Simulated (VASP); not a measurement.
Write the native input for VASP 6.6.1 that does the following.

| Item | Value |
| --- | --- |
| Task | relaxation of cell and atoms |
| Functional | PBE |
| Potentials or basis | VASP PAW PBE potentials, release 64 (Bi_d, Te, O) |
| Cutoff | 600 eV |
| k mesh | 8 × 8 × 6 |
| Occupations | gaussian, width 0.1 eV |
| Spin | no spin polarisation |
| Dipole correction | no |
| Further INCAR settings | ALGO = Normal; EDIFF = 1e-07; IBRION = 2; EDIFFG = -0.01; NSW = 100; ISIF = 3 |

The structure of BiTe3O lies in POSCAR:

```
BiTe3O
1.0
    4.4595997569      0.0000000000      0.0000000000
    0.0000000000      4.4595997569      0.0000000000
    0.0000000000      0.0000000000      7.1470232415
Bi Te O
1 3 1
Direct
    0.5000000000      0.5000000000      0.4757370172
    0.0000000000      0.0000000000      0.3237769509
    0.5000000000      0.0000000000      0.8431192712
    0.0000000000      0.5000000000      0.8431192712
    0.0000000000      0.0000000000      0.7942400695
```

The cell was built from a structure type or drawn by symmetry, and may not be a known phase.

One way to write it, as run:

INCAR

```
SYSTEM = BiTe3O
PREC = Accurate
ENCUT = 600
EDIFF = 1E-7
ISMEAR = 0
SIGMA = 0.1
LREAL = .FALSE.
LASPH = .TRUE.
NELM = 80
ALGO = Normal
ISIF = 3
LWAVE = .FALSE.
LCHARG = .FALSE.
GGA = PE
IBRION = 2
NSW = 100
EDIFFG = -0.01
```

KPOINTS

```
Automatic mesh
0
G
  8 8 6
  0 0 0
```

Potentials or basis: VASP PAW PBE potentials, release 64 (Bi_d, Te, O).

The run is started by

```console
$ cat potpaw_PBE.64/Bi_d/POTCAR potpaw_PBE.64/Te/POTCAR potpaw_PBE.64/O/POTCAR > POTCAR
$ mpirun -np 1 vasp_std > vasp.out
```

It gave:

The relaxed volume is 27.90 Å³/atom and the relaxed cell is a = 4.499 Å, b = 4.499 Å, c = 6.892 Å, α = 90.00°, β = 90.00°, γ = 90.00°. The space group after relaxing (to 0.1 Å) is P4mm (No. 99), the energy gained by relaxing is 9.2 meV/atom and the ionic steps are 13. The pressure after relaxing is 0.0 GPa, the largest force after relaxing is 0.009 eV/Å and the band gap on the k mesh is zero (an odd number of electrons rules out a gap without spin polarisation).

Caveat: spin-orbit coupling is left out, which moves the levels of the heavy elements; this functional lacks dispersion, which binds the layers, so the pressure and a relaxed spacing across them are unreliable; an odd number of electrons without spin polarisation forces a metal; a magnetic or distorted state may lie lower.

Wall time 24 min on 1 thread of Intel(R) Xeon(R) Platinum 8488C (Sapphire Rapids), on a shared host, peak memory 0.45 GiB.
